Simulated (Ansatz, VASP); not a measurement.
Two plane-wave programs on KZnF3

```xyz
5
Lattice="4.0500 0.0000 0.0000 0.0000 4.0500 0.0000 0.0000 0.0000 3.8475" Properties=species:S:1:pos:R:3 pbc="T T T"
K     0.0000    0.0000    0.0000
Zn    2.0250    2.0250    1.9238
F     2.0250    2.0250    0.0000
F     0.0000    2.0250    1.9238
F     2.0250    0.0000    1.9238
```

Change from the starting cell: strain +0.000 along x and y, -0.050 along z, atoms carried along.

Alike in both runs: task single point; functional PBE; k mesh 6 × 6 × 6; occupations gaussian, width 0.05 eV; no spin polarisation.

```csv
,VASP,Ansatz
version,VASP 6.6.1,Ansatz 0.2.0
potentials or method,"VASP PAW PBE potentials, release 64 (K_sv, Zn, F), cutoff 520 eV","scalar-relativistic, plane waves, PAW"
valence electrons in the cell,42,42
```

```tsv
	VASP	Ansatz	Ansatz less VASP
gap on the k mesh at the Fermi level (eV)	3.77	3.85	+0.076
least direct gap on the mesh (eV)	6.07	6.12	+0.043
pressure (GPa)	10.6	10.1	-0.53
traceless stress, the component that is largest in VASP (GPa)	4.46	4.21	-0.251
```
